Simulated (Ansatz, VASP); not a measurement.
## Two plane-wave programs on ZnS

```
Zn S
1.0
     3.75289    0.00000    0.00000
    -1.87644    3.25010    0.00000
     0.00000    0.00000    5.79934
Zn S
2 2
Cartesian
  0.0000 2.1667 0.0316
  1.8764 1.0834 2.9312
  0.0000 2.1667 2.2012
  1.8764 1.0834 5.1009
```

Alike in both runs: task single point; functional PBEsol; k mesh 9 × 9 × 6; occupations gaussian, width 0.05 eV; no spin polarisation.

```csv
,VASP,Ansatz
version,VASP 6.6.1,Ansatz 0.2.0
potentials or method,"VASP PAW PBE potentials, release 64 (Zn, S), cutoff 520 eV","scalar-relativistic, plane waves, PAW"
valence electrons in the cell,36,36
```

|  | VASP | Ansatz | Ansatz less VASP |
| --- | --- | --- | --- |
| gap on the k mesh at the Fermi level (eV) | 2.56 | 2.55 | -0.010 |
| least direct gap on the mesh (eV) | 2.56 | 2.55 | -0.010 |
| pressure (GPa) | 8.9 | 8.6 | -0.28 |
| traceless stress, the component that is largest in VASP (GPa) | 9.08 | 9.05 | -0.031 |
| rms of the force components (eV/Å) | 0.453 | 0.451 | -0.0018 |

VASP's potentials were made for PBE, not for PBEsol. Atom by atom the forces differ by 0.002 eV/Å (rms over components). The functional is the same, so the differences come from potentials, cutoffs and numerics.
